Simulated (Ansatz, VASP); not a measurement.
MgRe3 in VASP and in Ansatz

```
Mg Re
1.0
     0.00000    3.06408    3.06408
     3.06408    0.00000    3.06408
     3.06408    3.06408    0.00000
Mg Re
1 3
Cartesian
  0.0000 0.0000 0.0000
  1.5320 1.5320 1.5320
  3.0641 3.0641 3.0641
  4.5961 4.5961 4.5961
```

Alike in both runs: functional LDA; k mesh 6 × 6 × 6; occupations fermi-dirac, width 0.05 eV; no spin polarisation.

Ansatz relaxed the structure, and its values are those at the end. VASP's run is a single point on that final structure, the one shown.

```csv
,VASP,Ansatz
version,VASP 6.6.1,Ansatz 0.2.0
potentials or method,"VASP PAW LDA potentials, release 64 (Mg, Re), cutoff 520 eV","plane waves, PAW"
valence electrons in the cell,23,55
```

|  | VASP | Ansatz | Ansatz less VASP |
| --- | --- | --- | --- |
| pressure (GPa) | 0.4 | 0.0 | -0.44 |

LDA's correlation is that of Perdew and Zunger in VASP and of Perdew and Wang (1992) in Ansatz. VASP's potentials hold 23 valence electrons a cell and Ansatz's 55, so a difference there can come from the potentials and not from the codes.

Neither program's run includes spin-orbit coupling.
